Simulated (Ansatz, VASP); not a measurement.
One calculation of W, two programs

File POSCAR:

```
W
1.0
    0.0000000000     -2.0300000000     -2.0300000000
    0.0000000000      2.0300000000     -2.0300000000
    4.0600000000      0.0000000000      0.0000000000
W
2
Direct
    0.5000000000      0.5000000000      0.5307881773
    0.0000000000      0.0000000000     -0.0307881773
```

The input INCAR.step1:

```
SYSTEM = W
ALGO = Normal
EDIFF = 1E-5
ENCUT = 550
GGA = PE
GGA_COMPAT = .False.
ISMEAR = 0
LASPH = .True.
LCHARG = .False.
LREAL = .False.
LWAVE = .True.
NBANDS = 21
NELM = 120
PREC = Accurate
SIGMA = 0.15
```

File INCAR.step2:

```
SYSTEM = W
ALGO = Normal
EDIFF = 1E-6
ENCUT = 550
GGA_COMPAT = .False.
ISIF = 2
ISMEAR = 0
ISTART = 1
LASPH = .True.
LCHARG = .False.
LMIXTAU = .True.
LREAL = .False.
LWAVE = .False.
METAGGA = R2SCAN
NBANDS = 21
NELM = 120
PREC = Accurate
SIGMA = 0.15
```

The input KPOINTS:

```
k-points
0
Gamma
  16 16 12
  0 0 0
```

Input for Ansatz:

```yaml
crystal:
  lattice:
    - [0.0, -2.03, -2.03]
    - [0.0, 2.03, -2.03]
    - [4.06, 0.0, 0.0]
  atoms:
    - { symbol: W, position: [0.5, 0.5, 0.5307881773] }
    - { symbol: W, position: [0.0, 0.0, -0.0307881773] }
basis:
  ecutwfc: 500
kpoints:
  mp_grid: { grid: [16, 16, 12] }
hamiltonian:
  xc: r2scan
scf:
  occupations: { method: gaussian, width: 0.15 }
output:
  forces: true
  stress: true
  eigenvalues: true
  write_density: true
  write_potential: true
  elf: true
  volumetric_format: npy
```

Change from the starting cell: mode 6 (205.5 1/cm) frozen in, largest displacement +0.125 Å.

Alike in both runs: task single point; functional r2SCAN; k mesh 16 × 16 × 12; occupations gaussian, width 0.15 eV; no spin polarisation.

|  | VASP | Ansatz |
| --- | --- | --- |
| version | VASP 6.6.1 | Ansatz 0.2.0 |
| potentials or method | VASP PAW PBE potentials, release 64 (W_sv), cutoff 550 eV | scalar-relativistic, plane waves, PAW |
| valence electrons in the cell | 28 | 28 |

|  | VASP | Ansatz | Ansatz less VASP |
| --- | --- | --- | --- |
| gap on the k mesh at the Fermi level (eV) | none | none | - |
| pressure (GPa) | -0.7 | -1.7 | -1.06 |
| traceless stress, the component that is largest in VASP (GPa) | -15.37 | -15.28 | +0.085 |
| rms of the force components (eV/Å) | 1.534 | 1.509 | -0.0249 |

VASP's potentials were made for PBE, not for r2SCAN. Atom by atom the forces differ by 0.025 eV/Å (rms over components). A gap of «none» marks a metal or a gap that the smearing closes. With one functional, cell and mesh, what is left measures potentials, basis and numerics.

Neither program's run includes spin-orbit coupling.
